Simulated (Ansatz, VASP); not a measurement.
Ca: VASP beside Ansatz

```xyz
1
Lattice="0.0000 2.7611 2.7611 2.7611 0.0000 2.7611 2.7611 2.7611 0.0000" Properties=species:S:1:pos:R:3 pbc="T T T"
Ca    0.0000    0.0000    0.0000
```

Alike in both runs: functional PBE; k mesh 6 × 6 × 6; collinear spin.

Ansatz relaxed the structure, and its values are those at the end. VASP's run is a single point on that final structure, the one shown.

|  | VASP | Ansatz |
| --- | --- | --- |
| version | VASP 6.6.1 | Ansatz 0.2.0 |
| potentials or method | VASP PAW PBE potentials, release 64 (Ca_sv), cutoff 500 eV | PAW plane waves |
| occupations | fermi-dirac, width 0.1 eV | fermi-dirac |
| valence electrons in the cell | 10 | 10 |

|  | VASP | Ansatz | Ansatz less VASP |
| --- | --- | --- | --- |
| gap on the k mesh at the Fermi level (eV) | none | none | - |
| pressure (GPa) | 0.0 | 0.0 | -0.01 |
| net moment per atom (μB) | 0.00 | 0.00 | -0.005 |

A gap of «none» marks a metal or a gap that the smearing closes. Ansatz's warnings: seeded moment not kept.
